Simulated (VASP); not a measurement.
# Te (Fd-3m) in VASP: further runs

Te is run at these levels: revPBE; tasks: single point, relaxation of cell and atoms.

Program: VASP 6.6.1. These are calculated values, not measurements. Logs are shortened: lines on timing, memory, paths and dates and some standing lists are left out, and cuts for length are marked.

### 1 The cell of the first run

It takes space group Fd-3m (No. 227, cubic). The conventional cell has a = 7.254 Å, b = 7.254 Å, c = 7.254 Å, α = 90.00°, β = 90.00°, γ = 90.00°. Within 4.1 Å of Te (site symmetry -43m) lie 4 Te at 3.14 Å.

This isn't the form of Te at room conditions, which is trigonal, of chains.

### 2 Single point, revPBE (47.72 Å³/atom)

INCAR reads:

```
SYSTEM = Te
ALGO     = Normal         ! electronic algorithm
EDIFF    = 1E-6           ! SCF threshold, eV
ENCUT    = 520            ! plane-wave cutoff, eV
GGA      = RE             ! functional
ISIF     = 2              ! what is computed and relaxed
ISMEAR   = -1             ! smearing method
LASPH    = .TRUE.         ! aspherical terms in the spheres
LCHARG   = .TRUE.         ! write CHGCAR
LELF     = .TRUE.         ! ELF
LREAL    = .FALSE.        ! projectors in reciprocal space
LVHAR    = .TRUE.       
LWAVE    = .FALSE.        ! write WAVECAR
NBANDS   = 13             ! bands
NELM     = 100            ! most SCF steps
PREC     = Accurate       ! precision mode
SIGMA    = 0.1            ! smearing width, eV
```

KPOINTS reads:

```
k-points
0
G
  9 9 9
  0 0 0
```

POSCAR reads:

```
Te
1.0
    0.0000000000      3.6271059748      3.6271059748
    3.6271059748      0.0000000000      3.6271059748
    3.6271059748      3.6271059748      0.0000000000
Te
2
Direct
    0.1250000000      0.1250000000      0.1250000000
    0.8750000000      0.8750000000      0.8750000000
```

Potentials or basis: VASP PAW PBE potentials, release 64 (Te).

On the command line:

```console
$ cat potpaw_PBE.64/Te/POTCAR > POTCAR
$ mpirun -np 1 vasp_std > vasp.out
```

OUTCAR:

```text
SYSTEM = Te
   EDIFF = 1E-6
   ENCUT = 520
   GGA = RE
   ISIF = 2
   ISMEAR = -1
   LASPH = .TRUE.
   LREAL = .FALSE.
   NELM = 100
   PREC = Accurate

 ion  position               nearest neighbor table
   1  0.125  0.125  0.125-   2 3.14   2 3.14   2 3.14   2 3.14
   2  0.875  0.875  0.875-   1 3.14   1 3.14   1 3.14   1 3.14

  LATTYP: Found a face centered cubic cell.
 ALAT       =     7.2542119496

  Lattice vectors:

 A1 = (   0.0000000000,   3.6271059748,   3.6271059748)
 A2 = (   3.6271059748,   0.0000000000,   3.6271059748)
 A3 = (   3.6271059748,   3.6271059748,   0.0000000000)

Analysis of symmetry for initial positions (statically):
=====================================================================
 Subroutine PRICEL returns:
 Original cell was already a primitive cell.

 Routine SETGRP: Setting up the symmetry group for a
 face centered cubic supercell.

 Subroutine GETGRP returns: Found 48 space group operations
 (whereof 12 operations were pure point group operations)
 out of a pool of 48 trial point group operations.

The static configuration has the point symmetry D_3d.
 The point group associated with its full space group is O_h .

Analysis of symmetry for dynamics (positions and initial velocities):
=====================================================================
 Subroutine PRICEL returns:
 Original cell was already a primitive cell.

 Routine SETGRP: Setting up the symmetry group for a
 face centered cubic supercell.

 Subroutine GETGRP returns: Found 48 space group operations
 (whereof 12 operations were pure point group operations)
 out of a pool of 48 trial point group operations.

The dynamic configuration has the point symmetry D_3d.
 The point group associated with its full space group is O_h .

 Subroutine INISYM returns: Found 48 space group operations
 (whereof 12 operations are pure point group operations),
 and found     1 'primitive' translations

----------------------------------------------------------------------------------------

                                     Primitive cell

  volume of cell :      95.4357

  direct lattice vectors                    reciprocal lattice vectors
     0.000000000  3.627105975  3.627105975    -0.137850949  0.137850949  0.137850949
     3.627105975  0.000000000  3.627105975     0.137850949 -0.137850949  0.137850949
[... 93 lines left out ...]
   POTIM  = 0.5000    time-step for ionic-motion
   TEBEG  =    0.0;   TEEND  =   0.0 temperature during run
   PSTRESS=    0.0 pullay stress
   NELECT =      12.0000    total number of electrons
   NUPDOWN=      -1.0000    fix difference up-down
   EMIN   =  10.00;   EMAX   =-10.00  energy-range for DOS
   EFERMI =   0.00;   METHOD = LEGACY
   ISMEAR =    -1;   SIGMA  =   0.10  broadening in eV -4-tet -1-fermi 0-gaus
   EFERMI_NEDOS =   21; number of points for ismear=-14 and -15
   IALGO  =     38    algorithm
   IMIX   =      4    mixing-type and parameters
     AMIX     =   0.40;   BMIX     =  1.00
     AMIX_MAG =   1.60;   BMIX_MAG =  1.00
  volume/ion in A,a.u.               =      47.72       322.02
  Fermi-wavevector in a.u.,A,eV,Ry     =   0.820160  1.549877  9.152117  0.672662
  Thomas-Fermi vector in A             =   1.931092
   LORBIT       =      0    0 simple, 1 ext, 2 COOP (PROOUT), +10 PAW based schemes
   GGA     = RE    functional components
   LHFCALC =     F    Hartree Fock is set to
   AEXX    =    0.0000 exact exchange contribution
   IVDW    =     0    specifies the selected vdW correction
   LEPSILON=     F    determine dielectric tensor
   LRPA    =     F    only Hartree local field effects (RPA)
 non-spin polarized calculation
  energy-cutoff  :      520.00
  volume of cell :       95.44
 maximum number of plane-waves:      2637
 NGX is ok and might be reduce to    40
   NGX = 19   NGY = 19   NGZ = 19

 number of electron      12.0000001 magnetization

 Free energy of the ion-electron system (eV)
  ---------------------------------------------------
  ext. energy  EPLUGINS =         0.00000000
  ---------------------------------------------------
  free energy    TOTEN  =        -4.94438283 eV

  energy without entropy =       -4.87568943  energy(sigma->0) =       -4.91003613

 E-fermi :   3.0680     XC(G=0):  -7.2438

 val. band max:        3.0525129949   @ k =   0.2222   0.0000   0.0000
 cond. band min:       3.0929096277   @ k =   0.2222   0.1111   0.0000
 fundamental gap:      0.0403966328
 Fermi energy:         3.0680244743

 k-point     1 :       0.0000    0.0000    0.0000
  band No.  band energies     occupation
      1      -9.6596      2.00000
      2      -5.6809      2.00000
      3       0.1877      2.00000
      4       0.1877      2.00000
      5       0.1877      2.00000
      6       2.4396      1.99628
      7       2.4396      1.99628
      8       2.4396      1.99628
      9       7.0501      0.00000
     10       9.0760      0.00000
     11       9.0760      0.00000
     12      10.6584      0.00000
     13      10.6584      0.00000
[... 354 lines left out ...]
  band No.  band energies     occupation
      1      -8.3936      2.00000
      2      -7.7601      2.00000
      3      -0.9360      2.00000
      4      -0.9360      2.00000
      5       1.4809      2.00000
      6       1.6027      2.00000
      7       4.7825      0.00000
      8       4.7825      0.00000
      9       7.8916      0.00000
     10       8.7972      0.00000
     11      10.8312      0.00000
     12      10.8312      0.00000
     13      11.0250      0.00000

 [... further k-points ...]

------------------------ aborting loop because EDIFF is reached ----------------------------------------

  FORCE on cell =-STRESS in cart. coord.  units (eV):
  Direction    XX          YY          ZZ          XY          YZ          ZX
  --------------------------------------------------------------------------------------
  -------------------------------------------------------------------------------------
  Total       -0.0147688     -0.0147688     -0.0147688     -0.0000000     -0.0000000     -0.0000000
  in kB       -0.2479389     -0.2479389     -0.2479389     -0.0000000     -0.0000000     -0.0000000
  external PRESSURE =      -0.2479389 kB  Pullay stress =       0.0000000 kB

 VOLUME and BASIS-vectors are now :
 -----------------------------------------------------------------------------
  energy-cutoff  :      520.00
  volume of cell :       95.44
      direct lattice vectors                 reciprocal lattice vectors
     0.000000000  3.627105975  3.627105975    -0.137850949  0.137850949  0.137850949
     3.627105975  0.000000000  3.627105975     0.137850949 -0.137850949  0.137850949
     3.627105975  3.627105975  0.000000000     0.137850949  0.137850949 -0.137850949

 POSITION                                       TOTAL-FORCE (eV/Angst)
 -----------------------------------------------------------------------------------
      0.90678      0.90678      0.90678         0.000000      0.000000      0.000000
      6.34744      6.34744      6.34744        -0.000000     -0.000000     -0.000000
 -----------------------------------------------------------------------------------
    total drift:                                0.000000      0.000000     -0.000000

  FREE ENERGIE OF THE ION-ELECTRON SYSTEM (eV)
  ---------------------------------------------------
  free  energy   TOTEN  =        -4.9443828252 eV

  energy  without entropy=       -4.8756894290  energy(sigma->0) =       -4.91003613
```

It took 64 s on 1 thread of Intel Xeon 8259CL, shared host; peak memory 0.25 GiB.

Results:

```yaml
Free_energy: -4.9444 eV
Pressure: 0.0 GPa
Band_gap_on_the_k_mesh: zero (bands 6 and 7 overlap by 0.87 eV)
```

Levels at points of the mesh, in eV from the Fermi level:
| k point | band 4 | band 5 | band 6 | band 7 | band 8 | band 9 |
| --- | --- | --- | --- | --- | --- | --- |
| (0.00, 0.00, 0.00) | -2.88 | -2.88 | -0.63 | -0.63 | -0.63 | 3.98 |

Caveat: the PAW data sets were made with another functional, which shifts forces and pressure a little; spin-orbit coupling is left out, which moves the levels of the heavy elements.

(Continued in part 2 of 2.)
